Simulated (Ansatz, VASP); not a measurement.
**One calculation of KI, two programs**

```
CELL_PARAMETERS angstrom
0.00000 3.52455 3.34832
3.52455 0.00000 3.34832
3.52455 3.52455 0.00000
ATOMIC_POSITIONS crystal
K 0.00000 0.00000 0.00000
I 0.50000 0.50000 0.50000
```

Change from the starting cell: strain +0.000 along x and y, -0.050 along z, atoms carried along.

Alike in both runs: task single point; functional PBE; k mesh 6 × 6 × 6; occupations gaussian, width 0.05 eV; no spin polarisation.

|  | VASP | Ansatz |
| --- | --- | --- |
| version | VASP 6.6.1 | Ansatz 0.2.0 |
| potentials or method | VASP PAW PBE potentials, release 64 (K_sv, I), cutoff 520 eV | scalar-relativistic, plane waves, PAW |
| valence electrons in the cell | 16 | 26 |

VASP gave:

| Quantity | Value |
| --- | --- |
| gap on the k mesh at the Fermi level (eV) | 4.08 |
| least direct gap on the mesh (eV) | 4.08 |
| pressure (GPa) | 1.6 |
| traceless stress, the component that is largest in VASP (GPa) | 1.36 |

Problem. Estimate Ansatz's values.

Solution. gap on the k mesh at the Fermi level (eV): 4.08; least direct gap on the mesh (eV): 4.08; pressure (GPa): 1.6; traceless stress, the component that is largest in VASP (GPa): 1.34.

VASP's potentials hold 16 valence electrons a cell and Ansatz's 26, so a difference there can come from the potentials and not from the codes.

Neither program's run includes spin-orbit coupling.
